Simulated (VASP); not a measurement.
WSe2:

```xyz
3
Lattice="0.0000 3.5841 3.5841 3.5841 0.0000 3.5841 3.5841 3.5841 0.0000" Properties=species:S:1:pos:R:3 pbc="T T T"
W     0.0000    0.0000    0.0000
Se    1.7921    1.7921    1.7921
Se    5.3762    5.3762    5.3762
```

* Program: VASP 6.6.1
* Task: relaxation of cell and atoms
* Functional: PBEsol
* Potentials or basis: VASP PAW PBE potentials, release 64 (W_sv, Se)
* Cutoff: 600 eV
* k mesh: 6 × 6 × 6
* Occupations: fermi-dirac, width 0.03 eV
* Spin: no spin polarisation

At the start: pressure -22.0 GPa; volume 30.69 Å³/atom.

**Question.** Where does the relaxation end?

**Answer.** Over 4 steps the energy falls by 1231.4 meV/atom and the volume is 19.26 Å³/atom (-37.3 %); space group Fm-3m (No. 225, to 0.05 Å).

Step by step:
| step | energy change (eV) | largest force (eV/Å) | pressure (GPa) | volume (Å³) |
| --- | --- | --- | --- | --- |
| 1 | 0.0000 | 0.0000 | -22.02 | 92.08 |
| 2 | -2.3652 | 0.0000 | 46.48 | 46.53 |
| 3 | -3.6918 | 0.0000 | -1.40 | 58.34 |
| 4 | -3.6943 | 0.0000 | -0.04 | 57.77 |

Final structure:
```yaml
crystal:
  lattice:
    - [0.00000, 3.06822, 3.06822]
    - [3.06822, 0.00000, 3.06822]
    - [3.06822, 3.06822, 0.00000]
  atoms:
    - { symbol: W, position: [0.00000, 0.00000, 0.00000] }
    - { symbol: Se, position: [0.25000, 0.25000, 0.25000] }
    - { symbol: Se, position: [0.75000, 0.75000, 0.75000] }
```

Caveat: the volume moved by over 15 % at a fixed basis, so the end points are rough; the PAW data sets were made with another functional, which shifts forces and pressure a little.
